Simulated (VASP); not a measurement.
Here is a VASP 6.6.1 calculation.

INCAR

```
PREC = Accurate
ENCUT = 520
EDIFF = 1E-7
ISMEAR = -1
SIGMA = 0.05
LREAL = F
LASPH = T
NELM = 60
ALGO = Normal
ISIF = 2
LWAVE = F
LCHARG = F
NBANDS = 18
```

KPOINTS

```
Automatic mesh
0
Gamma
  14 14 8
```

Contents of POSCAR:

```
Ag
1.0
    2.8903986575      0.0000000000      0.0000000000
   -1.4451993287      2.5031586645      0.0000000000
    0.0000000000      0.0000000000      4.7252623344
Ag
2
Direct
    0.3333333333      0.6666666667      0.2500000000
    0.6666666667      0.3333333333      0.7500000000
```

Potentials or basis: VASP PAW LDA potentials, release 64 (Ag).

Run with:

```bash
$ cat potpaw_LDA.64/Ag/POTCAR > POTCAR
$ mpirun -np 1 vasp_std > vasp.out
```

(1) Estimate the band gap on the k mesh.

(2) Predict the pressure.

## Answers

(1) zero (bands 11 and 12 overlap by 7.02 eV).

(2) -7.0 GPa.

Caveat: the cell stands under tension.
